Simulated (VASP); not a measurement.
**MgO: single point with PBE**

MgO:

```
Mg O
1.0
     0.00000    2.07375    2.02058
     2.07375    0.00000    2.02058
     2.07375    2.07375    0.00000
Mg O
1 1
Direct
  0.00000 0.00000 0.00000
  0.50000 0.50000 0.50000
```

This cell differs from its parent crystal: strain -0.025 along x and y, -0.050 along z.

- Program: VASP 6.6.1
- Task: single point
- Functional: PBE
- Potentials or basis: VASP PAW PBE potentials, release 64 (Mg, O)
- Cutoff: 520 eV
- k mesh: 10 × 10 × 10
- Occupations: gaussian, width 0.05 eV
- Spin: no spin polarisation
- Dipole correction: no
- Further INCAR settings: ALGO = Normal; EDIFF = 1e-06; NBANDS = 11

```
Pressure               : 18.3 GPa
Band gap on the k mesh : 5.44 eV, direct
```

Stress tensor (GPa, compression positive):
```
15.52  0.00  0.00
 0.00 15.52  0.00
 0.00  0.00 23.97
```

Levels at points of the mesh, in eV from the valence-band top:
| k point | band 2 | band 3 | band 4 | band 5 | band 6 | band 7 |
| --- | --- | --- | --- | --- | --- | --- |
| (0.00, 0.00, 0.00) | -0.05 | 0.00 | 0.00 | 5.44 | 16.10 | 16.10 |
| (0.50, 0.00, 0.00) | -4.96 | -0.79 | -0.73 | 8.34 | 13.42 | 16.75 |
| (0.50, 0.50, 0.00) | -4.33 | -1.55 | -1.55 | 8.99 | 10.74 | 14.11 |
| (0.50, 0.00, 0.50) | -4.44 | -1.51 | -1.35 | 9.28 | 10.79 | 13.75 |

Wall time 10 s on 1 thread of Intel(R) Xeon(R) 6975P-C (Granite Rapids), on a shared host, peak memory 0.15 GiB.

Caveat: the cell differs from its parent crystal (strain -0.025 along x and y, -0.050 along z).
